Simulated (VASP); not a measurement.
A run of VASP 6.6.1:

The input INCAR:

```
SYSTEM = Cu
ALGO = Normal
EDIFF = 1E-6
ENCUT = 820
GGA = PS
GGA_COMPAT = .False.
ISIF = 2
ISMEAR = -1
LASPH = .True.
LCHARG = .False.
LREAL = .False.
LWAVE = .False.
NBANDS = 26
NELM = 120
PREC = Accurate
SIGMA = 0.05
```

KPOINTS

```
k-points
0
Gamma
  15 15 15
  0 0 0
```

POSCAR

```
Cu
1.0
    0.0000000000      2.5199005085      2.5199005085
    2.5199005085      0.0000000000      2.5199005085
    2.5199005085      2.5199005085      0.0000000000
Cu
2
Direct
    1.0000000000      1.0000000000      1.0000000000
    0.2500000000      0.2500000000      0.2500000000
```

Potentials or basis: VASP PAW PBE potentials, release 64 (Cu_sv_GW).

Launch:

```console
$ cat potpaw_PBE.64/Cu_sv_GW/POTCAR > POTCAR
$ mpirun -np 1 vasp_std > vasp.out
```

Hardware: 1 thread of Intel(R) Xeon(R) Platinum 8259CL CPU @ 2.50GHz (Skylake/Cascade Lake), on a shared host.

Task: Estimate the wall time of this run.

Result: Run time: 3.1 min on 1 thread of Intel(R) Xeon(R) Platinum 8259CL CPU @ 2.50GHz (Skylake/Cascade Lake) (shared host), peak memory 0.34 GiB. Counts: scf iterations 13, k points 120.
